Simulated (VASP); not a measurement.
# LaB6 (Pm-3m) in VASP: a series of runs

Runs on LaB6. Level: PBEsol. Tasks: single point, relaxation of cell and atoms.

All numbers are computed with VASP 6.6.1; they aren't measurements. Logs are shortened: lines on timing, memory, paths and dates and some standing lists are left out, and cuts for length are marked.

## (1) The cell of the first run

The structure is cubic, space group Pm-3m (No. 221). The conventional cell has a = 4.157 Å, b = 4.157 Å, c = 4.157 Å, α = 90.00°, β = 90.00°, γ = 90.00°. La (site symmetry m-3m) has 24 B at 3.05 Å within 4.0 Å. B (site symmetry 4mm) has 5 B at 1.64 to 1.78 Å within 2.2 Å.

## (2) Single point, PBEsol

Input file INCAR:

```
  ALGO = Normal
  EDIFF = 1E-6
  ENCUT = 520
  GGA = PS
  ISIF = 2
  ISMEAR = 0
  LASPH = True
  LCHARG = False
  LREAL = False
  LWAVE = False
  NBANDS = 24
  NELM = 60
  PREC = Accurate
  SIGMA = 0.1
```

Input file KPOINTS:

```
k-points
0
Gamma
  4 4 4
```

Input file POSCAR:

```
LaB6
1.0
    4.1570000000      0.0000000000      0.0000000000
    0.0000000000      4.1570000000      0.0000000000
    0.0000000000      0.0000000000      4.1570000000
La B
1 6
Direct
    0.0000000000      0.0000000000      0.0000000000
    0.1975000000      0.5000000000      0.5000000000
    0.5000000000      0.1975000000      0.5000000000
    0.8025000000      0.5000000000      0.5000000000
    0.5000000000      0.8025000000      0.5000000000
    0.5000000000      0.5000000000      0.1975000000
    0.5000000000      0.5000000000      0.8025000000
```

Potentials or basis: VASP PAW PBE potentials, release 64 (La, B).

Launch:

```sh
$ cat potpaw_PBE.64/La/POTCAR potpaw_PBE.64/B/POTCAR > POTCAR
$ mpirun -np 1 vasp_std > vasp.out
```

OUTCAR:

```text
EDIFF = 1E-6
   ENCUT = 520
   GGA = PS
   ISIF = 2
   ISMEAR = 0
   LASPH = True
   LREAL = False
   NELM = 60
   PREC = Accurate

 ion  position               nearest neighbor table
   1  0.000  0.000  0.000-
   2  0.197  0.500  0.500-   4 1.64   3 1.78   5 1.78   6 1.78   7 1.78
   3  0.500  0.197  0.500-   5 1.64   4 1.78   2 1.78   6 1.78   7 1.78
   4  0.803  0.500  0.500-   2 1.64   3 1.78   5 1.78   6 1.78   7 1.78
   5  0.500  0.803  0.500-   3 1.64   2 1.78   4 1.78   6 1.78   7 1.78
   6  0.500  0.500  0.197-   7 1.64   3 1.78   4 1.78   5 1.78   2 1.78
   7  0.500  0.500  0.803-   6 1.64   3 1.78   4 1.78   5 1.78   2 1.78

  LATTYP: Found a simple cubic cell.
 ALAT       =     4.1570000000

  Lattice vectors:

 A1 = (   4.1570000000,   0.0000000000,   0.0000000000)
 A2 = (   0.0000000000,   4.1570000000,   0.0000000000)
 A3 = (   0.0000000000,   0.0000000000,   4.1570000000)

Analysis of symmetry for initial positions (statically):
=====================================================================
 Subroutine PRICEL returns:
 Original cell was already a primitive cell.

 Routine SETGRP: Setting up the symmetry group for a
 simple cubic supercell.

 Subroutine GETGRP returns: Found 48 space group operations
 (whereof 48 operations were pure point group operations)
 out of a pool of 48 trial point group operations.

The static configuration has the point symmetry O_h .

Analysis of symmetry for dynamics (positions and initial velocities):
=====================================================================
 Subroutine PRICEL returns:
 Original cell was already a primitive cell.

 Routine SETGRP: Setting up the symmetry group for a
 simple cubic supercell.

 Subroutine GETGRP returns: Found 48 space group operations
 (whereof 48 operations were pure point group operations)
 out of a pool of 48 trial point group operations.

The dynamic configuration has the point symmetry O_h .

 Subroutine INISYM returns: Found 48 space group operations
 (whereof 48 operations are pure point group operations),
 and found     1 'primitive' translations

----------------------------------------------------------------------------------------

                                     Primitive cell

  volume of cell :      71.8357
[... 84 lines left out ...]
   EDIFF  = 0.1E-05   stopping-criterion for ELM
   LREAL  =      F    real-space projection
   EDIFFG = 0.1E-04   stopping-criterion for IOM
   NSW    =      0    number of steps for IOM
   IBRION =     -1    ionic relax: 0-MD 1-quasi-New 2-CG
   NFREE  =      0    steps in history (QN), initial steepest desc. (CG)
   ISIF   =      2    stress and relaxation
   ISYM   =      2    0-nonsym 1-usesym 2-fastsym
   POTIM  = 0.5000    time-step for ionic-motion
   TEBEG  =    0.0;   TEEND  =   0.0 temperature during run
   PSTRESS=    0.0 pullay stress
   NELECT =      29.0000    total number of electrons
   NUPDOWN=      -1.0000    fix difference up-down
   EMIN   =  10.00;   EMAX   =-10.00  energy-range for DOS
   EFERMI =   0.00;   METHOD = LEGACY
   ISMEAR =     0;   SIGMA  =   0.10  broadening in eV -4-tet -1-fermi 0-gaus
   EFERMI_NEDOS =   21; number of points for ismear=-14 and -15
   IALGO  =     38    algorithm
   IMIX   =      4    mixing-type and parameters
     AMIX     =   0.40;   BMIX     =  1.00
     AMIX_MAG =   1.60;   BMIX_MAG =  1.00
  volume/ion in A,a.u.               =      10.26        69.25
  Fermi-wavevector in a.u.,A,eV,Ry     =   1.209932  2.286439 19.918037  1.463934
  Thomas-Fermi vector in A             =   2.345494
   LORBIT       =      0    0 simple, 1 ext, 2 COOP (PROOUT), +10 PAW based schemes
   GGA     = PS    functional components
   LHFCALC =     F    Hartree Fock is set to
   AEXX    =    0.0000 exact exchange contribution
   IVDW    =     0    specifies the selected vdW correction
   LEPSILON=     F    determine dielectric tensor
   LRPA    =     F    only Hartree local field effects (RPA)
 non-spin polarized calculation
 Gauss-broadening in eV      SIGMA  =   0.10
  energy-cutoff  :      520.00
  volume of cell :       71.84
 maximum number of plane-waves:      1956
 NGX is ok and might be reduce to    32
   NGX = 15   NGY = 15   NGZ = 15

 number of electron      29.0000003 magnetization

 Free energy of the ion-electron system (eV)
  ---------------------------------------------------
  ext. energy  EPLUGINS =         0.00000000
  ---------------------------------------------------
  free energy    TOTEN  =       -51.44646606 eV

  energy without entropy =      -51.43766642  energy(sigma->0) =      -51.44206624

 E-fermi :   8.4341     XC(G=0): -11.3707

 val. band max:        8.3570438097   @ k =   0.2500   0.2500   0.0000
 cond. band min:       8.5474773688   @ k =   0.2500   0.2500   0.0000
 fundamental gap:      0.1904335592
 Fermi energy:         8.4340560562

 k-point     1 :       0.0000    0.0000    0.0000
  band No.  band energies     occupation
      1     -24.5110      2.00000
      2      -8.2587      2.00000
      3      -8.2587      2.00000
      4      -8.2587      2.00000
      5      -6.9098      2.00000
      6       0.5957      2.00000
[... 259 lines left out ...]
     23      12.9415      0.00000
     24      12.9512      0.00000

------------------------ aborting loop because EDIFF is reached ----------------------------------------

  FORCE on cell =-STRESS in cart. coord.  units (eV):
  Direction    XX          YY          ZZ          XY          YZ          ZX
  --------------------------------------------------------------------------------------
  -------------------------------------------------------------------------------------
  Total       -1.6040334     -1.6040334     -1.6040334      0.0000000     -0.0000000      0.0000000
  in kB      -35.7753510    -35.7753510    -35.7753510      0.0000000     -0.0000000      0.0000000
  external PRESSURE =     -35.7753510 kB  Pullay stress =       0.0000000 kB

 VOLUME and BASIS-vectors are now :
 -----------------------------------------------------------------------------
  energy-cutoff  :      520.00
  volume of cell :       71.84
      direct lattice vectors                 reciprocal lattice vectors
     4.157000000  0.000000000  0.000000000     0.240558095  0.000000000  0.000000000
     0.000000000  4.157000000  0.000000000     0.000000000  0.240558095  0.000000000
     0.000000000  0.000000000  4.157000000     0.000000000  0.000000000  0.240558095

 POSITION                                       TOTAL-FORCE (eV/Angst)
 -----------------------------------------------------------------------------------
      0.00000      0.00000      0.00000        -0.000000      0.000000      0.000000
      0.82101      2.07850      2.07850         0.535608      0.000000      0.000000
      2.07850      0.82101      2.07850        -0.000000      0.535608      0.000000
      3.33599      2.07850      2.07850        -0.535608     -0.000000     -0.000000
      2.07850      3.33599      2.07850        -0.000000     -0.535608     -0.000000
      2.07850      2.07850      0.82101        -0.000000     -0.000000      0.535608
      2.07850      2.07850      3.33599        -0.000000      0.000000     -0.535608
 -----------------------------------------------------------------------------------
    total drift:                               -0.000000     -0.000000      0.000000

  FREE ENERGIE OF THE ION-ELECTRON SYSTEM (eV)
  ---------------------------------------------------
  free  energy   TOTEN  =       -51.4464660556 eV

  energy  without entropy=      -51.4376664171  energy(sigma->0) =      -51.44206624
```

Wall time 23 s (1 thread of Intel Xeon Platinum 8175M at 2.50GHz (Skylake/Cascade Lake), shared host); peak memory 0.19 GiB.

Results:

```yaml
Free_energy: -51.4465 eV
Pressure: -3.6 GPa
Largest_force: 0.536 eV/Å
```

Forces in eV/Å, atoms in the order of the input:
```
La   0.000  0.000  0.000
B    0.536  0.000  0.000
B    0.000  0.536  0.000
B   -0.536  0.000  0.000
B    0.000 -0.536  0.000
B    0.000  0.000  0.536
B    0.000  0.000 -0.536
```

Levels at points of the mesh, in eV from the Fermi level:
```tsv
k point	band 11	band 12	band 13	band 14	band 15	band 16	band 17	band 18
(0.00, 0.00, 0.00)	-6.97	-1.74	-1.74	-1.74	0.21	0.21	0.21	1.48
(0.50, 0.00, 0.00)	-3.39	-3.39	-3.17	-2.53	-1.34	1.57	1.57	1.60
(0.50, 0.50, 0.00)	-4.40	-4.40	-2.85	-2.85	1.08	1.08	2.10	2.13
(0.50, 0.50, 0.50)	-4.67	-2.33	-2.33	-2.33	1.63	1.89	1.89	1.89
```

Caveat: the k points lie up to 0.38 Å⁻¹ apart; the PAW data sets were made with another functional, which shifts forces and pressure a little; spin-orbit coupling is left out, which moves the levels of the heavy elements.

## (3) Single point, PBEsol

This run uses another cell than the first one, of 10.06 Å³/atom, 0.981 times its volume.

Input file INCAR:

```
ALGO = Normal ; EDIFF = 1E-7
ENCUT = 520 ; GGA = PS
ISIF = 2 ; ISMEAR = 0
LASPH = True ; LCHARG = False
LREAL = False ; LWAVE = False
NBANDS = 24 ; NELM = 100
PREC = Accurate ; SIGMA = 0.1
```

Input file KPOINTS:

```
k-points
0
Gamma
  8 8 8
```

Input file POSCAR:

```
LaB6
1.0
    4.1298262062      0.0000000000      0.0000000000
    0.0000000000      4.1298262062      0.0000000000
    0.0000000000      0.0000000000      4.1298262062
La B
1 6
Direct
    0.0000000000      0.0000000000      0.0000000000
    0.1996699358      0.5000000000      0.5000000000
    0.5000000000      0.1996699358      0.5000000000
    0.8003300642      0.5000000000      0.5000000000
    0.5000000000      0.8003300642      0.5000000000
    0.5000000000      0.5000000000      0.1996699358
    0.5000000000      0.5000000000      0.8003300642
```

Potentials or basis: VASP PAW PBE potentials, release 64 (La, B).

Launch:

```sh
$ cat potpaw_PBE.64/La/POTCAR potpaw_PBE.64/B/POTCAR > POTCAR
$ mpirun -np 1 vasp_std > vasp.out
```

It took 60 s on 1 thread of Intel Xeon Platinum 8259CL at 2.50GHz (Skylake/Cascade Lake), shared host; peak memory 0.21 GiB.

It converged, with:

| Item | Value |
| --- | --- |
| Free energy | -51.5376 eV |
| Pressure | 0.1 GPa |
| Largest force | 0.029 eV/Å |

Forces on the atoms (eV/Å):
```
La   0.000  0.000  0.000
B   -0.029  0.000  0.000
B    0.000 -0.029  0.000
B    0.029  0.000  0.000
B    0.000  0.029  0.000
B    0.000  0.000 -0.029
B    0.000  0.000  0.029
```

Levels at points of the mesh, in eV from the Fermi level:
| k point | band 12 | band 13 | band 14 | band 15 | band 16 | band 17 |
| --- | --- | --- | --- | --- | --- | --- |
| (0.00, 0.00, 0.00) | -1.80 | -1.80 | -1.80 | 0.30 | 0.30 | 0.30 |
| (0.50, 0.00, 0.00) | -3.39 | -3.10 | -2.49 | -1.40 | 1.65 | 1.68 |
| (0.50, 0.50, 0.00) | -4.43 | -2.80 | -2.80 | 1.15 | 1.15 | 2.17 |
| (0.50, 0.50, 0.50) | -2.30 | -2.30 | -2.30 | 1.64 | 1.96 | 1.96 |

Caveat: the PAW data sets were made with another functional, which shifts forces and pressure a little; spin-orbit coupling is left out, which moves the levels of the heavy elements.

## (4) Relaxation of cell and atoms, PBEsol

Input file INCAR:

```
PREC = Accurate
ENCUT = 600
EDIFF = 1E-6
ISMEAR = 0
SIGMA = 0.1
LREAL = F
LASPH = T
NELM = 100
ALGO = Normal
ISIF = 3
LWAVE = F
LCHARG = F
GGA = PS
IBRION = 2
NSW = 100
EDIFFG = -0.005
```

Input file KPOINTS:

```
Automatic mesh
0
Gamma
  8 8 8
```

Input file POSCAR:

```
LaB6
1.0
    4.1570000000      0.0000000000      0.0000000000
    0.0000000000      4.1570000000      0.0000000000
    0.0000000000      0.0000000000      4.1570000000
La B
1 6
Direct
    0.0000000000      0.0000000000      0.0000000000
    0.1975000000      0.5000000000      0.5000000000
    0.5000000000      0.1975000000      0.5000000000
    0.8025000000      0.5000000000      0.5000000000
    0.5000000000      0.8025000000      0.5000000000
    0.5000000000      0.5000000000      0.1975000000
    0.5000000000      0.5000000000      0.8025000000
```

Launch:

```sh
$ cat potpaw_PBE.64/La/POTCAR potpaw_PBE.64/B/POTCAR > POTCAR
$ mpirun -np 1 vasp_std > vasp.out
```

It took 4.8 min on 1 thread of Intel Xeon Platinum 8259CL at 2.50GHz (Skylake/Cascade Lake), shared host; peak memory 0.25 GiB.

Results (log left out):

| Item | Value |
| --- | --- |
| Free energy | -51.5443 eV |
| Relaxed volume | 10.07 Å³/atom |
| Relaxed cell | a = 4.131 Å, b = 4.131 Å, c = 4.131 Å, α = 90.00°, β = 90.00°, γ = 90.00° |
| Space group after relaxing (to 0.05 Å) | Pm-3m (No. 221) |
| Energy gained by relaxing | 4.6 meV/atom |
| Ionic steps | 9 |
| Pressure after relaxing | 0.0 GPa |

The path:
```csv
step,energy change (eV),largest force (eV/Å),pressure (GPa),volume (Å³)
1,0.0000,0.6115,-3.74,71.84
2,0.0731,1.4745,4.44,69.37
3,-0.0300,0.0899,-1.15,70.95
4,-0.0300,0.1044,-1.09,70.93
5,-0.0315,0.0484,0.69,70.19
6,-0.0322,0.0084,0.04,70.46
7,-0.0322,0.0101,0.01,70.47
8,-0.0322,0.0120,-0.07,70.49
9,-0.0323,0.0013,-0.03,70.47
```

Final structure:
```cif
data_structure
_symmetry_space_group_name_H-M 'P 1'
_symmetry_Int_Tables_number 1
_cell_length_a 4.1306
_cell_length_b 4.1306
_cell_length_c 4.1306
_cell_angle_alpha 90.000
_cell_angle_beta 90.000
_cell_angle_gamma 90.000
_cell_volume 70.47
loop_
_atom_site_label
_atom_site_type_symbol
_atom_site_fract_x
_atom_site_fract_y
_atom_site_fract_z
_atom_site_occupancy
La1 La 0.00000 0.00000 0.00000 1
B1 B 0.19957 0.50000 0.50000 1
B2 B 0.50000 0.19957 0.50000 1
B3 B 0.80043 0.50000 0.50000 1
B4 B 0.50000 0.80043 0.50000 1
B5 B 0.50000 0.50000 0.19957 1
B6 B 0.50000 0.50000 0.80043 1
```

Levels at points of the mesh, in eV from the Fermi level:
```tsv
k point	band 11	band 12	band 13	band 14	band 15	band 16	band 17	band 18
(0.00, 0.00, 0.00)	-6.88	-1.79	-1.79	-1.79	0.30	0.30	0.30	1.59
(0.50, 0.00, 0.00)	-3.39	-3.39	-3.10	-2.49	-1.39	1.65	1.68	1.68
(0.50, 0.50, 0.00)	-4.43	-4.43	-2.80	-2.80	1.15	1.15	2.17	2.20
(0.50, 0.50, 0.50)	-4.64	-2.30	-2.30	-2.30	1.64	1.96	1.96	1.96
```

Caveat: the PAW data sets were made with another functional, which shifts forces and pressure a little; spin-orbit coupling is left out, which moves the levels of the heavy elements.

(Part 1 of 2 ends here.)
